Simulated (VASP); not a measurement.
Here is a VASP 6.6.1 calculation.

Contents of INCAR:

```
PREC = Accurate ; ENCUT = 520
EDIFF = 1E-6 ; ISMEAR = -1
SIGMA = 0.06122561905347299 ; LREAL = F
LASPH = T ; NELM = 80
ALGO = Normal ; ISIF = 2
LWAVE = F ; LCHARG = F
GGA = PE ; NBANDS = 43
```

File KPOINTS:

```
regular mesh
0
Gamma
  10 10 10
```

File POSCAR:

```
I2O3
1.0
    5.4778274968      0.0000000000      0.0000000000
    0.0000000000      5.4778274968      0.0000000000
    0.0000000000      0.0000000000      5.4778274968
I O
4 6
Direct
    0.2500000000      0.2500000000      0.2500000000
    0.7500000000      0.7500000000      0.2500000000
    0.7500000000      0.2500000000      0.7500000000
    0.2500000000      0.7500000000      0.7500000000
    0.5000000000      0.0000000000      0.0000000000
    0.0000000000      0.5000000000      0.0000000000
    0.0000000000      0.0000000000      0.5000000000
    0.5000000000      0.5000000000      0.0000000000
    0.5000000000      0.0000000000      0.5000000000
    0.0000000000      0.5000000000      0.5000000000
```

Potentials or basis: VASP PAW PBE potentials, release 64 (I, O).

The run is started by

```bash
$ cat potpaw_PBE.64/I/POTCAR potpaw_PBE.64/O/POTCAR > POTCAR
$ mpirun -np 1 vasp_std > vasp.out
```

Question: Predict the pressure.

Answer: 1.5 GPa.

Question: Estimate the band gap on the k mesh.

Answer: Zero (bands 32 and 33 overlap by 0.81 eV).

Caveat: spin-orbit coupling is left out, which moves the levels of the heavy elements.
